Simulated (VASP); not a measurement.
Here is a VASP 6.6.1 calculation.

Contents of INCAR:

```
ALGO     = Normal         # electronic algorithm
EDIFF    = 1E-6           # SCF threshold, eV
ENCUT    = 520            # plane-wave cutoff, eV
GGA      = PE             # functional
ISIF     = 2              # what is computed and relaxed
ISMEAR   = 0              # smearing method
LASPH    = T              # aspherical terms in the spheres
LCHARG   = F              # write CHGCAR
LREAL    = F              # projectors in reciprocal space
LWAVE    = F              # write WAVECAR
NBANDS   = 26             # bands
NELM     = 100            # most SCF steps
PREC     = Accurate       # precision mode
SIGMA    = 0.1            # smearing width, eV
```

KPOINTS

```
k-points
0
Gamma
  6 6 6
```

Contents of POSCAR:

```
Al2GaP3
1.0
   -1.8638823000      1.8638823000      7.9077828900
    1.8638823000     -1.8638823000      7.9077828900
    1.8638823000      1.8638823000     -7.9077828900
Al Ga P
2 1 3
Direct
    0.6666666700      0.6666666700      0.0000000000
    0.3333333300      0.3333333300      0.0000000000
    0.0000000000      0.0000000000      0.0000000000
    0.4166666700      0.9166666700      0.5000000000
    0.0833333300      0.5833333300      0.5000000000
    0.7500000000      0.2500000000      0.5000000000
```

Potentials or basis: VASP PAW PBE potentials, release 64 (Al, Ga_d, P).

The run is started by

```bash
$ cat potpaw_PBE.64/Al/POTCAR potpaw_PBE.64/Ga_d/POTCAR potpaw_PBE.64/P/POTCAR > POTCAR
$ mpirun -np 1 vasp_std > vasp.out
```

(1) What does it give for the pressure?

(2) What does it give for the largest force?

Results:

(1) 13.9 GPa.

(2) 0.044 eV/Å.

Caveat: the cell stands under pressure.
